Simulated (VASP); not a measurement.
Runs of VASP 6.6.1 on Cd. The structure is that of space group Im-3m (No. 229), or close to it. The cells are those of the table. 

```tsv
cell	gap on the mesh (eV)	pressure (GPa)
a = 3.118 Å, angles 109.5°, 1 atom	none	0.2
a = 3.021 Å, angles 109.5°, 1 atom	none	5.3
a = 2.988 Å, angles 109.5°, 1 atom	none	(a)
a = 3.086 Å, angles 109.5°, 1 atom	none	(b)
a = 3.054 Å, angles 109.5°, 1 atom	none	3.2
```

Alike in all rows: task single point; level PBE; potentials or basis VASP PAW PBE potentials, release 64 (Cd); no spin polarisation; k mesh 16 × 16 × 16; cutoff (eV) 520; smearing gaussian 0.1 eV.

Estimate the missing entries.

(a) 7.7; (b) 1.6.

A k mesh can miss the band edges, and the runs leave out spin-orbit coupling on Cd.

A gap of «none» marks levels without a gap at the run's occupations.
